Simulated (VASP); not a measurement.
# Cu (I4/mmm) in VASP: a series of runs

Cu is run at these levels: r2SCAN; tasks: single point.

Program: VASP 6.6.1. These are calculated values, not measurements. Logs are shortened: lines on timing, memory, paths and dates and some standing lists are left out, and cuts for length are marked.

## 1. The cell of the first run

It takes space group I4/mmm (No. 139, tetragonal). The conventional cell has a = 2.886 Å, b = 2.886 Å, c = 2.752 Å, α = 90.00°, β = 90.00°, γ = 90.00°. Within 3.2 Å of Cu (site symmetry 4/mmm) lie 14 Cu at 2.46 to 2.89 Å.

## 2. Single point, r2SCAN

The input, POSCAR:

```
Cu
1.0
   -1.4427900000      1.4427900000      1.3760800000
    1.4427900000     -1.4427900000      1.3760800000
    1.4427900000      1.4427900000     -1.3760800000
Cu
1
Direct
    0.0000000000      0.0000000000      0.0000000000
```

The input, INCAR.step1:

```
SYSTEM = Cu
PREC = Accurate
ENCUT = 520
ISMEAR = 0
SIGMA = 0.1
LREAL = .False.
LASPH = .True.
NELM = 100
NBANDS = 12
GGA = PE
ALGO = Normal
EDIFF = 1E-4
LWAVE = .True.
LCHARG = .False.
```

The input, INCAR.step2:

```
SYSTEM = Cu
PREC = Accurate
ENCUT = 520
EDIFF = 1E-6
ISMEAR = 0
SIGMA = 0.1
LREAL = .False.
LASPH = .True.
NELM = 100
ALGO = Normal
ISIF = 2
LWAVE = .False.
LCHARG = .False.
METAGGA = R2SCAN
LMIXTAU = .True.
NBANDS = 12
ISTART = 1
```

The input, KPOINTS:

```
Automatic mesh
0
Gamma
  13 13 13
  0 0 0
```

Potentials or basis: VASP PAW PBE potentials, release 64 (Cu).

Launch:

```
cat potpaw_PBE.64/Cu/POTCAR > POTCAR
cp INCAR.step1 INCAR
mpirun -np 1 vasp_std > vasp.out
cp INCAR.step2 INCAR
mpirun -np 1 vasp_std > vasp.out
```

OUTCAR:

```text
SYSTEM = Cu
   PREC = Accurate
   ENCUT = 520
   EDIFF = 1E-6
   ISMEAR = 0
   LREAL = .False.
   LASPH = .True.
   NELM = 100
   ISIF = 2
   METAGGA = R2SCAN
   ISTART = 1

 ion  position               nearest neighbor table
   1  0.000  0.000  0.000-

  LATTYP: Found a body centered tetragonal cell.
 ALAT       =     2.8855800000
 C/A-ratio  =     0.9537631949

  Lattice vectors:

 A1 = (  -1.4427900000,   1.4427900000,   1.3760800000)
 A2 = (   1.4427900000,  -1.4427900000,   1.3760800000)
 A3 = (   1.4427900000,   1.4427900000,  -1.3760800000)

Analysis of symmetry for initial positions (statically):
=====================================================================
 Subroutine PRICEL returns:
 Original cell was already a primitive cell.

 Routine SETGRP: Setting up the symmetry group for a
 body centered tetragonal supercell.

 Subroutine GETGRP returns: Found 16 space group operations
 (whereof 16 operations were pure point group operations)
 out of a pool of 16 trial point group operations.

The static configuration has the point symmetry D_4h.

Analysis of symmetry for dynamics (positions and initial velocities):
=====================================================================
 Subroutine PRICEL returns:
 Original cell was already a primitive cell.

 Routine SETGRP: Setting up the symmetry group for a
 body centered tetragonal supercell.

 Subroutine GETGRP returns: Found 16 space group operations
 (whereof 16 operations were pure point group operations)
 out of a pool of 16 trial point group operations.

The dynamic configuration has the point symmetry D_4h.

 Subroutine INISYM returns: Found 16 space group operations
 (whereof 16 operations are pure point group operations),
 and found     1 'primitive' translations

----------------------------------------------------------------------------------------

                                     Primitive cell

  volume of cell :      11.4580

  direct lattice vectors                    reciprocal lattice vectors
    -1.442790000  1.442790000  1.376080000     0.000000000  0.346550780  0.363350968
     1.442790000 -1.442790000  1.376080000     0.346550780  0.000000000  0.363350968
     1.442790000  1.442790000 -1.376080000     0.346550780  0.346550780  0.000000000

  length of vectors
     2.461073370  2.461073370  2.461073370     0.502116888  0.502116888  0.490096813

  position of ions in fractional coordinates (direct lattice)
     0.000000000  0.000000000  0.000000000

[... 76 lines left out ...]
   LREAL  =      F    real-space projection
   EDIFFG = 0.1E-04   stopping-criterion for IOM
   NSW    =      0    number of steps for IOM
   IBRION =     -1    ionic relax: 0-MD 1-quasi-New 2-CG
   NFREE  =      0    steps in history (QN), initial steepest desc. (CG)
   ISIF   =      2    stress and relaxation
   ISYM   =      2    0-nonsym 1-usesym 2-fastsym
   POTIM  = 0.5000    time-step for ionic-motion
   TEBEG  =    0.0;   TEEND  =   0.0 temperature during run
   PSTRESS=    0.0 pullay stress
   NELECT =      11.0000    total number of electrons
   NUPDOWN=      -1.0000    fix difference up-down
   EMIN   =  10.00;   EMAX   =-10.00  energy-range for DOS
   EFERMI =   0.00;   METHOD = LEGACY
   ISMEAR =     0;   SIGMA  =   0.10  broadening in eV -4-tet -1-fermi 0-gaus
   EFERMI_NEDOS =   21; number of points for ismear=-14 and -15
   IALGO  =     38    algorithm
   IMIX   =      4    mixing-type and parameters
     AMIX     =   0.40;   BMIX     =  1.00
     AMIX_MAG =   1.60;   BMIX_MAG =  1.00
  volume/ion in A,a.u.               =      11.46        77.32
  Fermi-wavevector in a.u.,A,eV,Ry     =   1.614987  3.051883 35.486493  2.608184
  Thomas-Fermi vector in A             =   2.709807
   LORBIT       =      0    0 simple, 1 ext, 2 COOP (PROOUT), +10 PAW based schemes
   METAGGA = R2SCAN    functional components
   LHFCALC =     F    Hartree Fock is set to
   AEXX    =    0.0000 exact exchange contribution
   IVDW    =     0    specifies the selected vdW correction
   LEPSILON=     F    determine dielectric tensor
   LRPA    =     F    only Hartree local field effects (RPA)
 non-spin polarized calculation
 Gauss-broadening in eV      SIGMA  =   0.10
  energy-cutoff  :      520.00
  volume of cell :       11.46
 maximum number of plane-waves:       323
   NGX =  9   NGY =  9   NGZ =  9

 number of electron      10.9999998 magnetization

 Free energy of the ion-electron system (eV)
  ---------------------------------------------------
  ext. energy  EPLUGINS =         0.00000000
  ---------------------------------------------------
  free energy    TOTEN  =       -10.79638507 eV

  energy without entropy =      -10.79481141  energy(sigma->0) =      -10.79559824

 E-fermi :   7.7258     XC(G=0): -13.9517

 val. band max:        7.7080997758   @ k =  -0.0769  -0.4615   0.0769
 cond. band min:       7.7343499862   @ k =  -0.2308   0.4615   0.0769
 fundamental gap:      0.0262502105
 Fermi energy:         7.7258017912

 k-point     1 :       0.0000    0.0000    0.0000
  band No.  band energies     occupation
      1      -2.1297      2.00000
      2       4.3460      2.00000
      3       4.5404      2.00000
      4       4.5406      2.00000
      5       5.4130      2.00000
      6       5.6163      2.00000
      7      33.6238      0.00000
      8      33.6238      0.00000
      9      34.9386      0.00000
     10      37.9184      0.00000
     11      38.0993      0.00000
     12      38.0994      0.00000
[... 331 lines left out ...]
 k-point    24 :       0.4615    0.1538    0.0000
  band No.  band energies     occupation
      1       2.7723      2.00000
      2       3.7014      2.00000
      3       4.8290      2.00000
      4       5.5001      2.00000
      5       5.8516      2.00000
      6       8.6945      0.00000
      7      13.6024      0.00000
      8      20.5812      0.00000
      9      25.9649      0.00000
     10      32.4583      0.00000
     11      38.5238      0.00000
     12      40.9822      0.00000

 [... further k-points ...]
[... 5 lines left out ...]
  --------------------------------------------------------------------------------------
  -------------------------------------------------------------------------------------
  Total        0.0724873      0.0724873      0.0666297      0.0000000      0.0000000      0.0000000
  in kB       10.1359024     10.1359024      9.3168332      0.0000000      0.0000000      0.0000000
  external PRESSURE =       9.8628793 kB  Pullay stress =       0.0000000 kB

 VOLUME and BASIS-vectors are now :
 -----------------------------------------------------------------------------
  energy-cutoff  :      520.00
  volume of cell :       11.46
      direct lattice vectors                 reciprocal lattice vectors
    -1.442790000  1.442790000  1.376080000     0.000000000  0.346550780  0.363350968
     1.442790000 -1.442790000  1.376080000     0.346550780  0.000000000  0.363350968
     1.442790000  1.442790000 -1.376080000     0.346550780  0.346550780  0.000000000

 POSITION                                       TOTAL-FORCE (eV/Angst)
 -----------------------------------------------------------------------------------
      0.00000      0.00000      0.00000        -0.000000      0.000000      0.000000
 -----------------------------------------------------------------------------------
    total drift:                                0.000000     -0.000000      0.000000

  FREE ENERGIE OF THE ION-ELECTRON SYSTEM (eV)
  ---------------------------------------------------
  free  energy   TOTEN  =       -10.7963850670 eV

  energy  without entropy=      -10.7948114143  energy(sigma->0) =      -10.79559824
```

OUTCAR.step1:

```text
SYSTEM = Cu
   PREC = Accurate
   ENCUT = 520
   ISMEAR = 0
   LREAL = .False.
   LASPH = .True.
   NELM = 100
[... 577 lines left out ...]
 -----------------------------------------------------------------------------------
      0.00000      0.00000      0.00000         0.000000      0.000000      0.000000
 -----------------------------------------------------------------------------------
    total drift:                                0.000000     -0.000000      0.000000

  FREE ENERGIE OF THE ION-ELECTRON SYSTEM (eV)
  ---------------------------------------------------
  free  energy   TOTEN  =        -3.6835116244 eV

  energy  without entropy=       -3.6818003804  energy(sigma->0) =       -3.68265600
```

OSZICAR.step1:

```text
N       E                     dE             d eps       ncg     rms          rms(c)
DAV:   1     0.424555986051E+02    0.42456E+02   -0.54729E+03  5264   0.156E+03
DAV:   2    -0.328184084172E+01   -0.45737E+02   -0.42440E+02  4876   0.206E+02
DAV:   3    -0.457860927985E+01   -0.12968E+01   -0.12888E+01  5496   0.395E+01
DAV:   4    -0.458644855662E+01   -0.78393E-02   -0.78383E-02  5292   0.272E+00
DAV:   5    -0.458652182457E+01   -0.73268E-04   -0.73267E-04  5516   0.268E-01    0.760E+00
DAV:   6    -0.402557984669E+01    0.56094E+00   -0.13373E+01  5488   0.703E+01    0.365E+00
DAV:   7    -0.369761575604E+01    0.32796E+00   -0.20649E+00  5520   0.275E+01    0.643E-01
DAV:   8    -0.368446605009E+01    0.13150E-01   -0.53243E-03  6068   0.734E-01    0.231E-01
DAV:   9    -0.368350952292E+01    0.95653E-03   -0.57475E-03  5500   0.132E+00    0.298E-02
DAV:  10    -0.368351162438E+01   -0.21015E-05   -0.31538E-05  3204   0.105E-01
   1 F= -.36835116E+01 E0= -.36826560E+01  d E =-.171124E-02
```

It took 55 s on 1 thread of AMD EPYC 9R45 (Zen 5), shared host; peak memory 0.11 GiB.

What came out:

* Free energy: -10.7964 eV
* Pressure: 1.0 GPa

Stress tensor (GPa, compression positive):
```
1.01 0.00 0.00
0.00 1.01 0.00
0.00 0.00 0.93
```

Levels at points of the mesh, in eV from the Fermi level:
| k point | band 3 | band 4 | band 5 | band 6 | band 7 | band 8 | band 9 | band 10 |
| --- | --- | --- | --- | --- | --- | --- | --- | --- |
| (0.00, 0.00, 0.00) | -3.19 | -3.19 | -2.31 | -2.11 | 25.90 | 25.90 | 27.21 | 30.19 |

Caveat: the PAW data sets were made with another functional, which shifts forces and pressure a little.

## 3. Single point, r2SCAN

POSCAR is that of step 2.

The input, INCAR.step1:

```
ALGO     = Normal         # electronic algorithm
EDIFF    = 1E-4           # SCF threshold, eV
ENCUT    = 520            # plane-wave cutoff, eV
GGA      = PE             # functional
ISMEAR   = 0              # smearing method
LASPH    = True           # aspherical terms in the spheres
LCHARG   = False          # write CHGCAR
LREAL    = False          # projectors in reciprocal space
LWAVE    = True           # write WAVECAR
NBANDS   = 12             # bands
NELM     = 100            # most SCF steps
PREC     = Accurate       # precision mode
SIGMA    = 0.1            # smearing width, eV
```

The input, INCAR.step2:

```
ALGO     = Normal         # electronic algorithm
EDIFF    = 1E-6           # SCF threshold, eV
ENCUT    = 520            # plane-wave cutoff, eV
ISIF     = 2              # what is computed and relaxed
ISMEAR   = 0              # smearing method
ISTART   = 1            
LASPH    = True           # aspherical terms in the spheres
LCHARG   = True           # write CHGCAR
LELF     = True           # ELF
LMIXTAU  = True         
LREAL    = False          # projectors in reciprocal space
LVHAR    = True         
LWAVE    = False          # write WAVECAR
METAGGA  = R2SCAN         # meta-GGA
NBANDS   = 12             # bands
NELM     = 100            # most SCF steps
PREC     = Accurate       # precision mode
SIGMA    = 0.1            # smearing width, eV
```

The input, KPOINTS:

```
k-points
0
Gamma
  13 13 13
```

Potentials or basis: VASP PAW PBE potentials, release 64 (Cu).

Launch:

```
cat potpaw_PBE.64/Cu/POTCAR > POTCAR
cp INCAR.step1 INCAR
mpirun -np 1 vasp_std > vasp.out
cp INCAR.step2 INCAR
mpirun -np 1 vasp_std > vasp.out
```

It took 58 s on 1 thread of AMD EPYC 9R45 (Zen 5), shared host; peak memory 0.11 GiB.

The run converged. Its results:

- Free energy: -10.7964 eV
- Pressure: 1.0 GPa

Stress tensor (GPa, compression positive):
```
1.01 0.00 0.00
0.00 1.01 0.00
0.00 0.00 0.93
```

Levels at points of the mesh, in eV from the Fermi level:
```tsv
k point	band 4	band 5	band 6	band 7	band 8	band 9
(0.00, 0.00, 0.00)	-3.19	-2.31	-2.11	25.90	25.90	27.21
```

Caveat: the PAW data sets were made with another functional, which shifts forces and pressure a little.
